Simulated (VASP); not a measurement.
Crystal: Hf2PbN4.

```
CELL_PARAMETERS angstrom
5.49430 0.00000 0.00000
0.00000 5.49430 0.00000
0.00000 0.00000 3.18896
ATOMIC_POSITIONS crystal
Hf 0.50000 0.00000 0.50000
Hf 0.00000 0.50000 0.50000
Pb 0.00000 0.00000 0.00000
N 0.23222 0.76778 0.00000
N 0.23222 0.23222 0.00000
N 0.76778 0.76778 0.00000
N 0.76778 0.23222 0.00000
```

```yaml
Program: VASP 6.6.1
Task: relaxation of cell and atoms
Functional: PBEsol
Potentials_or_basis: VASP PAW PBE potentials, release 64 (Hf_pv, Pb_d, N)
Cutoff: 600 eV
k_mesh: 4 × 4 × 6
Occupations: fermi-dirac, width 0.03 eV
Spin: no spin polarisation
```

At the start: pressure 18.3 GPa; volume 13.75 Å³/atom.

Problem. Where does the relaxation end?

Solution. Over 14 steps the energy falls by 811.1 meV/atom and the volume is 12.58 Å³/atom (-8.5 %); space group P4/mmm (No. 123, to 0.05 Å).

The path:
```
step  energy change (eV)  largest force (eV/Å)  pressure (GPa)  volume (Å³)
   1              0.0000                9.8028           18.29        96.27
   2              1.3561                2.0373          -27.43       117.00
   3             -4.4150                0.0749          -19.46       104.32
   4             -4.5538                0.5232          -17.16       103.29
   5             -4.5828                1.0885          -15.00       102.46
   6             -5.4368                0.9289            5.28        87.25
   7             -5.4571                0.9539            2.04        88.92
   8             -5.6554                0.3134            1.59        87.80
   9             -5.6712                0.0229            1.78        87.13
  10             -5.6741                0.0717            1.70        87.32
  11             -5.6722                0.1104           -1.91        88.88
  12             -5.6779                0.0119            0.03        88.02
  13             -5.6779                0.0103            0.07        88.00
  14             -5.6780                0.0094            0.02        88.06
```

Final structure:
```
Hf Pb N
1.0
     5.43499    0.00000    0.00000
     0.00000    5.43499    0.00000
     0.00000    0.00000    2.98106
Hf Pb N
2 1 4
Direct
  0.50000 0.00000 0.50000
  0.00000 0.50000 0.50000
  0.00000 0.00000 0.00000
  0.27319 0.72681 0.00000
  0.27319 0.27319 0.00000
  0.72681 0.72681 0.00000
  0.72681 0.27319 0.00000
```

Caveat: the PAW data sets were made with another functional, which shifts forces and pressure a little.
